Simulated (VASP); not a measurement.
# CoO (Fm-3m) in VASP: further runs

Runs on CoO. Level: PBE+U. Tasks: single point.

Everything below comes from runs of VASP 6.6.1. Logs are shortened: lines on timing, memory, paths and dates and some standing lists are left out, and cuts for length are marked.

## (1) The cell of the first run

It takes space group Fm-3m (No. 225, cubic). Conventional cell: a = 4.263 Å, b = 4.263 Å, c = 4.263 Å, α = 90.00°, β = 90.00°, γ = 90.00°. Within 2.8 Å of Co (site symmetry m-3m) lie 6 O at 2.13 Å. O (site symmetry m-3m) has 6 Co at 2.13 Å within 2.8 Å.

## (2) Single point, PBE+U, collinear spin, ferromagnetic start

Contents of INCAR:

```
PREC = Accurate ; ENCUT = 520
EDIFF = 1E-7 ; ISMEAR = 0
SIGMA = 0.05 ; LREAL = F
LASPH = T ; NELM = 150
ALGO = Normal ; ISIF = 2
LWAVE = F ; LCHARG = F
ISPIN = 2 ; MAGMOM = 2.86 0
LORBIT = 11 ; LMAXMIX = 4
LDAU = T ; LDAUTYPE = 2
LDAUL = 2 -1 ; LDAUU = 3.3 0
LDAUJ = 0 0 ; LDAUPRINT = 1
GGA = PE ; NBANDS = 18
```

Contents of KPOINTS:

```
regular mesh
0
Gamma
  10 10 10
```

Contents of POSCAR:

```
CoO
1.0
    0.0000000000      2.1315016559      2.1315016559
    2.1315016559      0.0000000000      2.1315016559
    2.1315016559      2.1315016559      0.0000000000
Co O
1 1
Direct
    0.0000000000      0.0000000000      0.0000000000
    0.5000000000      0.5000000000      0.5000000000
```

Potentials or basis: VASP PAW PBE potentials, release 64 (Co, O).

The run is started by

```bash
$ cat potpaw_PBE.64/Co/POTCAR potpaw_PBE.64/O/POTCAR > POTCAR
$ mpirun -np 1 vasp_std > vasp.out
```

OUTCAR:

```text
PREC = Accurate
   ENCUT = 520
   EDIFF = 1E-7
   ISMEAR = 0
   LREAL = F
   LASPH = T
   NELM = 150
   ISIF = 2
   ISPIN = 2
   LORBIT = 11
   GGA = PE

 ion  position               nearest neighbor table
   1  0.000  0.000  0.000-   2 2.13   2 2.13   2 2.13   2 2.13   2 2.13   2 2.13
   2  0.500  0.500  0.500-   1 2.13   1 2.13   1 2.13   1 2.13   1 2.13   1 2.13

  LATTYP: Found a face centered cubic cell.
 ALAT       =     4.2630033118

  Lattice vectors:

 A1 = (   0.0000000000,   2.1315016559,   2.1315016559)
 A2 = (   2.1315016559,   0.0000000000,   2.1315016559)
 A3 = (   2.1315016559,   2.1315016559,   0.0000000000)

Analysis of symmetry for initial positions (statically):
=====================================================================
 Subroutine PRICEL returns:
 Original cell was already a primitive cell.

 Routine SETGRP: Setting up the symmetry group for a
 face centered cubic supercell.

 Subroutine GETGRP returns: Found 48 space group operations
 (whereof 48 operations were pure point group operations)
 out of a pool of 48 trial point group operations.

The static configuration has the point symmetry O_h .

Analysis of symmetry for dynamics (positions and initial velocities):
=====================================================================
 Subroutine PRICEL returns:
 Original cell was already a primitive cell.

 Routine SETGRP: Setting up the symmetry group for a
 face centered cubic supercell.

 Subroutine GETGRP returns: Found 48 space group operations
 (whereof 48 operations were pure point group operations)
 out of a pool of 48 trial point group operations.

The dynamic configuration has the point symmetry O_h .

Analysis of structural, dynamic, and magnetic symmetry:
=====================================================================
 Subroutine PRICEL returns:
 Original cell was already a primitive cell.
[... 167 lines left out ...]
  0.0000 -0.0000  0.1369  0.0000  0.0000
  0.0000 -0.0000  0.0000  0.6536  0.0000
 -0.0000  0.0000  0.0000  0.0000  0.1369

 occupancies and eigenvectors

  o =  0.1369  v =  0.0000  0.0000  0.0000  0.0000  0.0000  0.0000 -0.0000 -0.9996  0.0000  0.0274      0.0000  0.0000  0.0000  0.0000  0.0000  0.0000  0.0000  0.0000  0.0000  0.0000
  o =  0.1369  v =  0.0000  0.0000  0.0000  0.0000  0.0000  0.0000  0.0000 -0.0274 -0.0000 -0.9996      0.0000  0.0000  0.0000  0.0000  0.0000  0.0000  0.0000  0.0000  0.0000  0.0000
  o =  0.6536  v =  0.0000  0.0000  0.0000  0.0000  0.0000  1.0000  0.0000  0.0000  0.0000  0.0000      0.0000  0.0000  0.0000  0.0000  0.0000  0.0000  0.0000  0.0000  0.0000  0.0000
  o =  0.6536  v =  0.0000  0.0000  0.0000  0.0000  0.0000  0.0000 -0.8752  0.0000 -0.4838  0.0000      0.0000  0.0000  0.0000  0.0000  0.0000  0.0000  0.0000  0.0000  0.0000  0.0000
  o =  0.6536  v =  0.0000  0.0000  0.0000  0.0000  0.0000  0.0000 -0.4838  0.0000  0.8752  0.0000      0.0000  0.0000  0.0000  0.0000  0.0000  0.0000  0.0000  0.0000  0.0000  0.0000
  o =  0.9680  v =  0.0000 -0.9644  0.0000  0.2646 -0.0000  0.0000  0.0000  0.0000  0.0000  0.0000      0.0000  0.0000  0.0000  0.0000  0.0000  0.0000  0.0000  0.0000  0.0000  0.0000
  o =  0.9680  v =  1.0000  0.0000  0.0000  0.0000  0.0000  0.0000  0.0000  0.0000  0.0000  0.0000      0.0000  0.0000  0.0000  0.0000  0.0000  0.0000  0.0000  0.0000  0.0000  0.0000
  o =  0.9680  v =  0.0000 -0.2646  0.0000 -0.9644 -0.0000  0.0000  0.0000  0.0000  0.0000  0.0000      0.0000  0.0000  0.0000  0.0000  0.0000  0.0000  0.0000  0.0000  0.0000  0.0000
  o =  1.0116  v =  0.0000  0.0000 -0.0623 -0.0000 -0.9981  0.0000  0.0000  0.0000  0.0000  0.0000      0.0000  0.0000  0.0000  0.0000  0.0000  0.0000  0.0000  0.0000  0.0000  0.0000
  o =  1.0116  v =  0.0000  0.0000  0.9981  0.0000 -0.0623  0.0000  0.0000  0.0000  0.0000  0.0000      0.0000  0.0000  0.0000  0.0000  0.0000  0.0000  0.0000  0.0000  0.0000  0.0000

 number of electron      15.0000007 magnetization       3.0000070

 Free energy of the ion-electron system (eV)
  ---------------------------------------------------
  ext. energy  EPLUGINS =         0.00000000
  ---------------------------------------------------
  free energy    TOTEN  =       -11.30118204 eV

  energy without entropy =      -11.29497105  energy(sigma->0) =      -11.29807654

 E-fermi :   7.3488     XC(G=0): -12.3759

 val. band max:        7.3423963883   @ k =   0.4000   0.2000   0.1000
 cond. band min:       7.3519492897   @ k =   0.5000   0.3000   0.0000
 fundamental gap:      0.0095529014
 Fermi energy:         7.3487606845

 spin component 1

 k-point     1 :       0.0000    0.0000    0.0000
  band No.  band energies     occupation
      1     -12.1304      1.00000
      2       2.7415      1.00000
      3       2.7415      1.00000
      4       3.1915      1.00000
      5       3.1916      1.00000
      6       3.1916      1.00000
[... 1001 lines left out ...]
     17      37.8999      0.00000
     18      39.2232      0.00000

 [... further k-points ...]
[... 5 lines left out ...]
  --------------------------------------------------------------------------------------
  -------------------------------------------------------------------------------------
  Total       -0.2611127     -0.2611127     -0.2611127     -0.0000000      0.0000000      0.0000000
  in kB      -21.5998910    -21.5998910    -21.5998910     -0.0000000      0.0000000      0.0000000
  external PRESSURE =     -21.5998910 kB  Pullay stress =       0.0000000 kB

 VOLUME and BASIS-vectors are now :
 -----------------------------------------------------------------------------
  energy-cutoff  :      520.00
  volume of cell :       19.37
      direct lattice vectors                 reciprocal lattice vectors
     0.000000000  2.131501656  2.131501656    -0.234576407  0.234576407  0.234576407
     2.131501656  0.000000000  2.131501656     0.234576407 -0.234576407  0.234576407
     2.131501656  2.131501656  0.000000000     0.234576407  0.234576407 -0.234576407

 POSITION                                       TOTAL-FORCE (eV/Angst)
 -----------------------------------------------------------------------------------
      0.00000      0.00000      0.00000        -0.000000      0.000000     -0.000000
      2.13150      2.13150      2.13150         0.000000     -0.000000      0.000000
 -----------------------------------------------------------------------------------
    total drift:                                0.000000     -0.000000     -0.000000

  FREE ENERGIE OF THE ION-ELECTRON SYSTEM (eV)
  ---------------------------------------------------
  free  energy   TOTEN  =       -11.3011820387 eV

  energy  without entropy=      -11.2949710450  energy(sigma->0) =      -11.29807654

 total charge

# of ion       s       p       d       tot
------------------------------------------
    1        0.296   0.361   7.138   7.795
    2        1.552   3.446   0.000   4.998
--------------------------------------------------
tot          1.849   3.806   7.138  12.793

 magnetization (x)

# of ion       s       p       d       tot
------------------------------------------
    1        0.021   0.018   2.691   2.730
    2        0.023   0.233   0.000   0.257
--------------------------------------------------
tot          0.044   0.251   2.691   2.987
```

Run time: 40 s. Hardware: 1 thread of Intel Xeon Platinum 8375C at 2.90GHz (Ice Lake), shared host; peak memory 0.16 GiB.

What came out:

- Free energy: -11.3012 eV
- Pressure: -2.2 GPa
- Band gap on the k mesh: zero (filled and empty bands overlap)
- Net moment: 3.00 μB per cell
- Site moments: Co +2.73; O +0.26 μB
- Valence electrons inside the program's atomic spheres: Co 7.79; O 5.00

Eigenvalues of the final occupation matrices:
```tsv
site	spin	trace	eigenvalues
site 1 d	1	4.93	0.97 0.97 0.97 1.01 1.01
site 1 d	2	2.23	0.14 0.14 0.65 0.65 0.65
```

Caveat: a cell with one magnetic atom can't hold antiferromagnetic order, which such compounds often take. The state reached can hang on the start; a lower one may exist.

## (3) Single point, PBE+U, collinear spin, ferromagnetic start

Contents of INCAR:

```
PREC = Accurate ; ENCUT = 600
EDIFF = 1E-6 ; ISMEAR = 0
SIGMA = 0.05 ; LREAL = F
LASPH = T ; NELM = 200
ALGO = Normal ; ISIF = 2
LWAVE = F ; LCHARG = F
ISPIN = 2 ; MAGMOM = 2.86 0
LORBIT = 11 ; LMAXMIX = 4
LDAU = T ; LDAUTYPE = 2
LDAUL = 2 -1 ; LDAUU = 3.3 0
LDAUJ = 0 0 ; LDAUPRINT = 1
GGA = PE ; NBANDS = 22
GGA_COMPAT = F
```

KPOINTS is that of step 2.

POSCAR is that of step 2.

Potentials or basis: VASP PAW PBE potentials, release 64 (Co_sv, O).

The run is started by

```bash
$ cat potpaw_PBE.64/Co_sv/POTCAR potpaw_PBE.64/O/POTCAR > POTCAR
$ mpirun -np 1 vasp_std > vasp.out
```

It took 34 s on 1 thread of Intel Xeon 6975P-C (Granite Rapids), shared host; peak memory 0.17 GiB.

The run converged. Its results:

```
Free energy                                           : -11.0472 eV
Pressure                                              : -2.6 GPa
Band gap on the k mesh                                : zero (filled and empty bands overlap)
Net moment                                            : 3.00 μB per cell
Site moments                                          : Co +2.69; O +0.25 μB
Valence electrons inside the program's atomic spheres : Co 14.88; O 5.00
```

Levels at points of the mesh, in eV from the Fermi level:
Spin up:
```tsv
k point	band 11	band 12	band 13	band 14	band 15	band 16
(0.00, 0.00, 0.00)	-2.63	-2.63	-2.63	1.31	17.11	17.95
(0.50, 0.00, 0.00)	-2.68	-0.27	-0.27	5.36	9.67	13.66
(0.50, 0.50, 0.00)	-3.68	-3.24	-3.24	6.07	10.20	11.51
```
Spin down:
| k point | band 6 | band 7 | band 8 | band 9 | band 10 | band 11 | band 12 | band 13 | band 14 | band 15 |
| --- | --- | --- | --- | --- | --- | --- | --- | --- | --- | --- |
| (0.00, 0.00, 0.00) | -2.16 | -2.16 | -2.16 | -1.13 | -1.13 | -1.13 | 1.65 | 1.65 | 1.80 | 16.92 |
| (0.50, 0.00, 0.00) | -7.27 | -3.99 | -3.99 | -0.10 | -0.10 | 0.19 | 4.08 | 4.08 | 5.58 | 10.42 |
| (0.50, 0.50, 0.00) | -6.04 | -3.43 | -3.43 | -2.21 | 0.07 | 0.07 | 2.17 | 2.58 | 6.97 | 10.59 |

Eigenvalues of the final occupation matrices:
| site | spin | trace | eigenvalues |
| --- | --- | --- | --- |
| site 1 d | 1 | 4.68 | 0.92 0.92 0.92 0.95 0.95 |
| site 1 d | 2 | 2.01 | 0.10 0.10 0.60 0.60 0.60 |

Caveat: a cell with one magnetic atom can't hold antiferromagnetic order, which such compounds often take.
